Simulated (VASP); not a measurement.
KBr: single point with PBE

Crystal: KBr.

```
K Br
1.0
     5.67191    0.00000    0.00000
    -2.83595    4.91202    0.00000
     0.00000    0.00000    6.64448
K Br
2 2
Direct
  0.33333 0.66667 0.93800
  0.66667 0.33333 0.43800
  0.33333 0.66667 0.43800
  0.66667 0.33333 0.93800
```

```yaml
Program: VASP 6.6.1
Task: single point
Functional: PBE
Potentials_or_basis: VASP PAW PBE potentials, release 64 (K_sv, Br)
Cutoff: 520 eV
k_mesh: 10 × 10 × 6
Occupations: fermi-dirac, width 0.05 eV
Spin: no spin polarisation
Dipole_correction: no
k_mesh_for_the_DOS: 15 × 15 × 9
Occupations_for_the_DOS: tetrahedron
Further_INCAR_settings: ALGO = Normal; EDIFF = 1e-06
```

```yaml
Valence_electrons_inside_the_program's_atomic_spheres: K 7.56; Br 4.90
```

Levels at points of the mesh, in eV from the valence-band top:
```csv
k point,band 12,band 13,band 14,band 15,band 16,band 17,band 18,band 19,band 20
"(0.00, 0.00, 0.00)",-0.45,-0.45,-0.26,-0.26,0.00,4.14,6.95,7.43,7.43
```

Run time: 20 min on 1 thread of Intel Xeon 8259CL (shared host), peak memory 0.57 GiB.
